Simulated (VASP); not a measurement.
Write the native input for VASP 6.6.1 that does the following.

| Property | Result |
| --- | --- |
| Task | single point |
| Functional | PBEsol |
| Potentials or basis | VASP PAW PBE potentials, release 64 (Sn_d) |
| Cutoff | 520 eV |
| k mesh | 12 × 12 × 12 |
| Occupations | gaussian, width 0.1 eV |
| Spin | no spin polarisation |
| Dipole correction | no |
| Further INCAR settings | ALGO = Normal; EDIFF = 1e-06; NBANDS = 21 |

The structure of Sn lies in POSCAR:

```
Sn
1.0
    0.0000000000      3.2034141654      3.2034141654
    3.2034141654      0.0000000000      3.2034141654
    3.2034141654      3.2034141654      0.0000000000
Sn
2
Direct
    0.0000000000      0.0000000000      0.0000000000
    0.2500000000      0.2500000000      0.2500000000
```

This isn't the form of Sn at room conditions, which is tetragonal (white tin).

One way to write it, as run:

INCAR

```
ALGO = Normal
EDIFF = 1E-6
ENCUT = 520
GGA = PS
ISIF = 2
ISMEAR = 0
LASPH = True
LCHARG = False
LREAL = False
LWAVE = False
NBANDS = 21
NELM = 80
PREC = Accurate
SIGMA = 0.1
```

KPOINTS

```
k-points
0
Gamma
  12 12 12
```

Potentials or basis: VASP PAW PBE potentials, release 64 (Sn_d).

The run is started by

```console
$ cat potpaw_PBE.64/Sn_d/POTCAR > POTCAR
$ mpirun -np 1 vasp_std > vasp.out
```

Results of the run:

```json
{"Pressure": "2.9 GPa", "Band gap on the k mesh": "zero (bands 14 and 15 overlap by 0.07 eV)"}
```

Caveat: the PAW data sets were made with another functional, which shifts forces and pressure a little; spin-orbit coupling is left out, which moves the levels of the heavy elements.

Run time: 2.4 min on 1 thread of Intel Xeon 8259CL, with other jobs on the host, peak memory 0.25 GiB.
